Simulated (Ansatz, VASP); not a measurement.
Cu in VASP and in Ansatz

```
Cu
1.0
     2.67183    0.00000    0.00000
    -1.33591    2.31387    0.00000
     0.00000    0.00000    4.36351
Cu
2
Direct
  0.33333 0.66667 0.25000
  0.66667 0.33333 0.75000
```

Change from the starting cell: equal strain along all axes, cell held, atoms relaxed: +6.0 %.

Alike in both runs: task single point; functional PBEsol; k mesh 24 × 24 × 12; occupations gaussian, width 0.1 eV; no spin polarisation.

|  | VASP | Ansatz |
| --- | --- | --- |
| version | VASP 6.6.1 | Ansatz 0.2.0 |
| potentials or method | VASP PAW PBE potentials, release 64 (Cu), cutoff 520 eV | scalar-relativistic, plane waves, PAW |
| valence electrons in the cell | 22 | 38 |

```csv
,VASP,Ansatz,Ansatz less VASP
gap on the k mesh at the Fermi level (eV),none,none,-
pressure (GPa),-18.1,-18.8,-0.70
"traceless stress, the component that is largest in VASP (GPa)",0.35,0.35,+0.009
```

VASP's potentials were made for PBE, not for PBEsol. A gap of «none» marks a metal or a gap that the smearing closes. VASP's potentials hold 22 valence electrons a cell and Ansatz's 38, so a difference there can come from the potentials and not from the codes.
